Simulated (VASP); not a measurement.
# BN (P6_3mc) in VASP: further runs

Runs on BN. Level: PBEsol. Tasks: single point.

Everything below comes from runs of VASP 6.6.1. Logs are shortened: lines on timing, memory, paths and dates and some standing lists are left out, and cuts for length are marked.

### Step 1. The cell of the first run

It takes space group P6_3mc (No. 186, hexagonal). The conventional cell has a = 2.554 Å, b = 2.554 Å, c = 4.227 Å, α = 90.00°, β = 90.00°, γ = 120.00°. Within 1.7 Å of B (site symmetry 3m) lie 4 N at 1.28 to 1.69 Å. Within 1.7 Å of N (site symmetry 3m) lie 4 B at 1.28 to 1.69 Å.

### Step 2. Single point, PBEsol (all N atoms moved +0.300 Å, as atom 3 along Cartesian [0 0 1])

INCAR reads:

```
SYSTEM = BN
PREC = Accurate ; ENCUT = 520
EDIFF = 1E-6 ; ISMEAR = 0
SIGMA = 0.05 ; LREAL = .False.
LASPH = .True. ; NELM = 60
ALGO = Normal ; ISIF = 2
LWAVE = .False. ; LCHARG = .True.
GGA = PS ; LELF = .True.
LVHAR = .True. ; NBANDS = 16
```

KPOINTS reads:

```
regular mesh
0
Gamma
  12 12 6
  0 0 0
```

POSCAR reads:

```
BN
1.0
    2.5539396017      0.0000000000      0.0000000000
   -1.2769698009      2.2117765748      0.0000000000
    0.0000000000      0.0000000000      4.2268550000
B N
2 2
Direct
    0.6666666667      0.3333333333      0.9997240000
    0.3333333333      0.6666666667      0.4997240000
    0.6666666667      0.3333333333      0.6962507555
    0.3333333333      0.6666666667      0.1962507555
```

Potentials or basis: VASP PAW PBE potentials, release 64 (B, N).

Launch:

```sh
$ cat potpaw_PBE.64/B/POTCAR potpaw_PBE.64/N/POTCAR > POTCAR
$ mpirun -np 1 vasp_std > vasp.out
```

OUTCAR:

```text
SYSTEM = BN
   PREC = Accurate
   ENCUT = 520
   EDIFF = 1E-6
   ISMEAR = 0
   LREAL = .False.
   LASPH = .True.
   NELM = 60
   ISIF = 2
   GGA = PS

 ion  position               nearest neighbor table
   1  0.667  0.333  1.000-   3 1.28   4 1.69   4 1.69   4 1.69
   2  0.333  0.667  0.500-   4 1.28   3 1.69   3 1.69   3 1.69
   3  0.667  0.333  0.696-   1 1.28   2 1.69   2 1.69   2 1.69
   4  0.333  0.667  0.196-   2 1.28   1 1.69   1 1.69   1 1.69

  LATTYP: Found a hexagonal cell.
 ALAT       =     2.5539396017
 C/A-ratio  =     1.6550332659

  Lattice vectors:

 A1 = (   2.5539396017,   0.0000000000,   0.0000000000)
 A2 = (  -1.2769698009,   2.2117765748,   0.0000000000)
 A3 = (   0.0000000000,   0.0000000000,   4.2268550000)

Analysis of symmetry for initial positions (statically):
=====================================================================
 Subroutine PRICEL returns:
 Original cell was already a primitive cell.

 Routine SETGRP: Setting up the symmetry group for a
 hexagonal supercell.

 Subroutine GETGRP returns: Found 12 space group operations
 (whereof  6 operations were pure point group operations)
 out of a pool of 24 trial point group operations.

The static configuration has the point symmetry C_3v.
 The point group associated with its full space group is C_6v.

Analysis of symmetry for dynamics (positions and initial velocities):
=====================================================================
 Subroutine PRICEL returns:
 Original cell was already a primitive cell.

 Routine SETGRP: Setting up the symmetry group for a
 hexagonal supercell.

 Subroutine GETGRP returns: Found 12 space group operations
 (whereof  6 operations were pure point group operations)
 out of a pool of 24 trial point group operations.

The dynamic configuration has the point symmetry C_3v.
 The point group associated with its full space group is C_6v.

 Subroutine INISYM returns: Found 12 space group operations
 (whereof  6 operations are pure point group operations),
 and found     1 'primitive' translations

----------------------------------------------------------------------------------------

                                     Primitive cell

  volume of cell :      23.8764

  direct lattice vectors                    reciprocal lattice vectors
     2.553939602  0.000000000  0.000000000     0.391551938  0.226062617  0.000000000
    -1.276969801  2.211776575  0.000000000     0.000000000  0.452125233  0.000000000
     0.000000000  0.000000000  4.226855000     0.000000000  0.000000000  0.236582518

  length of vectors
     2.553939602  2.553939602  4.226855000     0.452125233  0.452125233  0.236582518

  position of ions in fractional coordinates (direct lattice)
     0.666666667  0.333333333  0.999724000
     0.333333333  0.666666667  0.499724000
     0.666666667  0.333333333  0.696250756
     0.333333333  0.666666667  0.196250756

  ion indices of the primitive-cell ions
   primitive index   ion index
                 1           1
                 2           2
                 3           3
                 4           4

----------------------------------------------------------------------------------------

 KPOINTS: regular mesh

Automatic generation of k-mesh.
 Grid dimensions read from file:
 generate k-points for:   12   12    6

 Generating k-lattice:

  Cartesian coordinates                     Fractional coordinates (reciprocal lattice)
     0.032629328  0.018838551  0.000000000     0.083333333  0.000000000  0.000000000
     0.000000000  0.037677103  0.000000000     0.000000000  0.083333333  0.000000000
     0.000000000  0.000000000  0.039430420     0.000000000  0.000000000  0.166666667

  Length of vectors
     0.037677103  0.037677103  0.039430420

  Shift w.r.t. Gamma in fractional coordinates (k-lattice)
     0.000000000  0.000000000  0.000000000

 Subroutine IBZKPT returns following result:
 ===========================================

 Found     76 irreducible k-points:

 Following reciprocal coordinates:
            Coordinates               Weight
  0.000000  0.000000  0.000000      1.000000
  0.083333  0.000000  0.000000      6.000000
  0.166667  0.000000  0.000000      6.000000
  0.250000  0.000000  0.000000      6.000000
  0.333333  0.000000  0.000000      6.000000
  0.416667  0.000000  0.000000      6.000000
[... 16 lines left out ...]
  0.250000  0.000000  0.166667     12.000000
  0.333333  0.000000  0.166667     12.000000
 [... further k-points ...]
   k-points           NKPTS =     76   k-points in BZ     NKDIM =     76   number of bands    NBANDS=     16
   number of dos      NEDOS =    301   number of ions     NIONS =      4
   total plane-waves  NPLWV =  12800
   dimension x,y,z NGX =    20 NGY =   20 NGZ =   32
   dimension x,y,z NGXF=    40 NGYF=   40 NGZF=   64
   ions per type =               2   2
   NGX,Y,Z   is equivalent  to a cutoff of  13.02, 13.02, 12.59 a.u.
   NGXF,Y,Z  is equivalent  to a cutoff of  26.04, 26.04, 25.17 a.u.
 SYSTEM =  BN
   PREC   = accura    normal or accurate (medium, high low for compatibility)
   ISTART =      0    job   : 0-new  1-cont  2-samecut
   ICHARG =      2    charge: 1-file 2-atom 10-const
   ISPIN  =      1    spin polarized calculation?
   LNONCOLLINEAR =      F non collinear calculations
   LSORBIT =      F    spin-orbit coupling
   LASPH  =      T    aspherical Exc in radial PAW
   ENCUT  =  520.0 eV  38.22 Ry    6.18 a.u.   4.75  4.75  7.86*2*pi/ulx,y,z
   NELM   =     60;   NELMIN=  2; NELMDL= -5     # of ELM steps
   EDIFF  = 0.1E-05   stopping-criterion for ELM
   LREAL  =      F    real-space projection
   EDIFFG = 0.1E-04   stopping-criterion for IOM
   NSW    =      0    number of steps for IOM
   IBRION =     -1    ionic relax: 0-MD 1-quasi-New 2-CG
   NFREE  =      0    steps in history (QN), initial steepest desc. (CG)
   ISIF   =      2    stress and relaxation
   ISYM   =      2    0-nonsym 1-usesym 2-fastsym
   POTIM  = 0.5000    time-step for ionic-motion
   TEBEG  =    0.0;   TEEND  =   0.0 temperature during run
   PSTRESS=    0.0 pullay stress
   NELECT =      16.0000    total number of electrons
   NUPDOWN=      -1.0000    fix difference up-down
   EMIN   =  10.00;   EMAX   =-10.00  energy-range for DOS
   EFERMI =   0.00;   METHOD = LEGACY
   ISMEAR =     0;   SIGMA  =   0.05  broadening in eV -4-tet -1-fermi 0-gaus
   EFERMI_NEDOS =   21; number of points for ismear=-14 and -15
   IALGO  =     38    algorithm
   IMIX   =      4    mixing-type and parameters
     AMIX     =   0.40;   BMIX     =  1.00
     AMIX_MAG =   1.60;   BMIX_MAG =  1.00
  volume/ion in A,a.u.               =       5.97        40.28
  Fermi-wavevector in a.u.,A,eV,Ry     =   1.432600  2.707222 27.923836  2.052344
  Thomas-Fermi vector in A             =   2.552210
   LORBIT       =      0    0 simple, 1 ext, 2 COOP (PROOUT), +10 PAW based schemes
   GGA     = PS    functional components
   LHFCALC =     F    Hartree Fock is set to
   AEXX    =    0.0000 exact exchange contribution
   IVDW    =     0    specifies the selected vdW correction
   LEPSILON=     F    determine dielectric tensor
   LRPA    =     F    only Hartree local field effects (RPA)
 non-spin polarized calculation
 Gauss-broadening in eV      SIGMA  =   0.05
  energy-cutoff  :      520.00
  volume of cell :       23.88
 maximum number of plane-waves:       660
 NGX is ok and might be reduce to    20
   NGX =  9   NGY =  9   NGZ = 15

 number of electron      16.0000004 magnetization

 Free energy of the ion-electron system (eV)
  ---------------------------------------------------
  ext. energy  EPLUGINS =         0.00000000
  ---------------------------------------------------
  free energy    TOTEN  =       -33.59257192 eV

  energy without entropy =      -33.59257192  energy(sigma->0) =      -33.59257192

 E-fermi :   8.6145     XC(G=0): -12.9461

 val. band max:        8.3549554665   @ k =   0.0000   0.0000   0.0000
 cond. band min:       9.1656438858   @ k =   0.3333   0.3333   0.0000
 fundamental gap:      0.8106884194
 Fermi energy:         8.6145019537

 k-point     1 :       0.0000    0.0000    0.0000
  band No.  band energies     occupation
      1     -13.0144      2.00000
      2      -9.2995      2.00000
      3      -4.0800      2.00000
      4       3.6672      2.00000
      5       5.5660      2.00000
      6       5.5660      2.00000
[... 8 lines left out ...]
     15      20.5139      0.00000
     16      21.8133      0.00000

 k-point     2 :       0.0833    0.0000    0.0000
  band No.  band energies     occupation
      1     -12.8642      2.00000
      2      -9.1825      2.00000
      3      -3.9405      2.00000
      4       3.5276      2.00000
      5       4.8901      2.00000
      6       5.2984      2.00000
[... 8 lines left out ...]
     15      21.0284      0.00000
     16      21.7696      0.00000

 k-point     3 :       0.1667    0.0000    0.0000
  band No.  band energies     occupation
      1     -12.4192      2.00000
      2      -8.8497      2.00000
      3      -3.5268      2.00000
      4       2.8846      2.00000
      5       3.4862      2.00000
      6       4.6761      2.00000
[... 8 lines left out ...]
     15      21.7843      0.00000
     16      22.3432      0.00000

 k-point     4 :       0.2500    0.0000    0.0000
  band No.  band energies     occupation
      1     -11.6995      2.00000
      2      -8.3654      2.00000
      3      -2.8583      2.00000
      4       1.1286      2.00000
      5       2.5748      2.00000
      6       3.9825      2.00000
[... 8 lines left out ...]
     15      22.3508      0.00000
     16      23.6401      0.00000
[... 324 lines left out ...]
 k-point    22 :       0.1667    0.0000    0.1667
  band No.  band energies     occupation
      1     -12.2684      2.00000
      2      -9.2947      2.00000
      3      -2.8941      2.00000
      4       2.6317      2.00000
      5       3.5171      2.00000
      6       4.8361      2.00000
[... 8 lines left out ...]
     15      21.8005      0.00000
     16      22.3182      0.00000

 k-point    23 :       0.2500    0.0000    0.1667
  band No.  band energies     occupation
      1     -11.5539      2.00000
      2      -8.7582      2.00000
      3      -2.3479      2.00000
      4       1.2675      2.00000
      5       2.2989      2.00000
      6       4.1530      2.00000
[... 8 lines left out ...]
     15      22.1798      0.00000
     16      23.2924      0.00000

 k-point    24 :       0.3333    0.0000    0.1667
  band No.  band energies     occupation
      1     -10.6181      2.00000
      2      -8.1840      2.00000
      3      -1.8889      2.00000
      4      -0.1896      2.00000
      5       1.2130      2.00000
      6       3.5753      2.00000
[... 8 lines left out ...]
     15      22.6270      0.00000
     16      24.2968      0.00000

 [... further k-points ...]
[... 5 lines left out ...]
  --------------------------------------------------------------------------------------
  -------------------------------------------------------------------------------------
  Total        0.5790837      0.5790837     12.5619337     -0.0000000      0.0000000      0.0000000
  in kB       38.8582039     38.8582039    842.9423101     -0.0000000      0.0000000      0.0000000
  external PRESSURE =     306.8862393 kB  Pullay stress =       0.0000000 kB

 VOLUME and BASIS-vectors are now :
 -----------------------------------------------------------------------------
  energy-cutoff  :      520.00
  volume of cell :       23.88
      direct lattice vectors                 reciprocal lattice vectors
     2.553939602  0.000000000  0.000000000     0.391551938  0.226062617  0.000000000
    -1.276969801  2.211776575  0.000000000     0.000000000  0.452125233  0.000000000
     0.000000000  0.000000000  4.226855000     0.000000000  0.000000000  0.236582518

 POSITION                                       TOTAL-FORCE (eV/Angst)
 -----------------------------------------------------------------------------------
      1.27697      0.73726      4.22569        -0.000000     -0.000000     11.917216
     -0.00000      1.47452      2.11226        -0.000000     -0.000000     11.917216
      1.27697      0.73726      2.94295         0.000000     -0.000000    -11.917216
     -0.00000      1.47452      0.82952         0.000000      0.000000    -11.917216
 -----------------------------------------------------------------------------------
    total drift:                               -0.000000     -0.000000     -0.000303

  FREE ENERGIE OF THE ION-ELECTRON SYSTEM (eV)
  ---------------------------------------------------
  free  energy   TOTEN  =       -33.5925719227 eV

  energy  without entropy=      -33.5925719227  energy(sigma->0) =      -33.59257192
```

Run time: 24 s. Hardware: 1 thread of Intel Xeon Platinum 8375C at 2.90GHz (Ice Lake), shared host; peak memory 0.14 GiB.

What came out:

```yaml
Free_energy: -33.5926 eV
Pressure: 30.7 GPa
Largest_force: 11.917 eV/Å
Band_gap_on_the_k_mesh: 0.81 eV, indirect (least direct gap 4.75 eV)
```

Forces in eV/Å, atoms in the order of the input:
```
B     0.000   0.000  11.917
B     0.000   0.000  11.917
N     0.000   0.000 -11.917
N     0.000   0.000 -11.917
```

Stress tensor (GPa, compression positive):
```
 3.89  0.00  0.00
 0.00  3.89  0.00
 0.00  0.00 84.29
```

Caveat: the cell differs from its parent crystal (all N atoms moved +0.300 Å, as atom 3 along Cartesian [0 0 1]); the PAW data sets were made with another functional, which shifts forces and pressure a little.

(Part 1 of 2 ends here.)
